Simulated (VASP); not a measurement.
Wanted: the native input for a VASP 6.6.1 run.

* Task: single point
* Functional: PBE
* Potentials or basis: VASP PAW PBE potentials, release 64 (Ga_d, Sb)
* Cutoff: 520 eV
* k mesh: 14 × 14 × 14
* Occupations: gaussian, width 0.15 eV
* Spin: no spin polarisation
* Dipole correction: no
* Further INCAR settings: ALGO = Normal; EDIFF = 1e-06; NBANDS = 16

The structure of GaSb lies in POSCAR:

```
GaSb
1.0
    0.0000000000      3.0590000000      3.0590000000
    2.8754600000      0.0000000000      3.0590000000
    2.8754600000      3.0590000000      0.0000000000
Ga Sb
1 1
Direct
    0.0000000000      0.0000000000      0.0000000000
    0.7500000000      0.7500000000      0.7500000000
```

This cell differs from its parent crystal: strain -0.0600 x Voigt [1, 0, 0, 0, 0, 0].

These files were run (other wordings do the same):

INCAR

```
PREC     = Accurate       # precision mode
ENCUT    = 520            # plane-wave cutoff, eV
EDIFF    = 1E-6           # SCF threshold, eV
ISMEAR   = 0              # smearing method
SIGMA    = 0.15           # smearing width, eV
LREAL    = False          # projectors in reciprocal space
LASPH    = True           # aspherical terms in the spheres
NELM     = 80             # most SCF steps
ALGO     = Normal         # electronic algorithm
ISIF     = 2              # what is computed and relaxed
LWAVE    = False          # write WAVECAR
LCHARG   = True           # write CHGCAR
GGA      = PE             # functional
LELF     = True           # ELF
LVHAR    = True         
NBANDS   = 16             # bands
```

KPOINTS

```
Automatic mesh
0
Gamma
  14 14 14
```

Potentials or basis: VASP PAW PBE potentials, release 64 (Ga_d, Sb).

Run with:

```console
$ cat potpaw_PBE.64/Ga_d/POTCAR potpaw_PBE.64/Sb/POTCAR > POTCAR
$ mpirun -np 1 vasp_std > vasp.out
```

It gave:

```
Pressure               : 6.3 GPa
Band gap on the k mesh : 0.21 eV (least direct gap 0.23 eV)
```

Caveat: the cell differs from its parent crystal (strain -0.0600 x Voigt [1, 0, 0, 0, 0, 0]); the cell stands under pressure; spin-orbit coupling is left out, which moves the levels of the heavy elements.

It took 93 s on 1 thread of AMD EPYC 9R45 96-Core Processor (Zen 5) (shared host), peak memory 0.31 GiB.
